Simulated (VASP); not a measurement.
Crystal: PbS.

```
Pb S
1.0
     4.06225    0.00000    0.00000
    -2.03112    3.51801    0.00000
     0.00000    0.00000    3.76274
Pb S
1 1
Direct
  0.00000 0.00000 0.00000
  0.66667 0.33333 0.50000
```

Base run:

| Item | Value |
| --- | --- |
| Program | VASP 6.6.1 |
| Functional | r2SCAN |
| Potentials or basis | VASP PAW PBE potentials, release 64 (Pb_d, S) |
| Cutoff | 520 eV |
| k mesh | 8 × 8 × 7 |
| Occupations | fermi-dirac, width 0.05 eV |
| Spin | no spin polarisation |

Its results: band gap on the k mesh 0.25 eV (least direct gap 1.92 eV); pressure 0.1 GPa.

The run is repeated on the same cell with these changes: functional from r2SCAN to PBE0; k mesh from 8 × 8 × 7 to 4 × 4 × 4. What comes out?

Band gap on the k mesh 1.20 eV (least direct gap 1.97 eV); pressure -0.2 GPa.

Several settings changed at once.

Caveats: some runs use coarse meshes; the PAW data sets were made with another functional, which shifts forces and pressure a little; spin-orbit coupling is left out, which moves the levels of the heavy elements; an odd mesh through Γ misses points on the zone boundary, where band edges can lie (at least some runs).
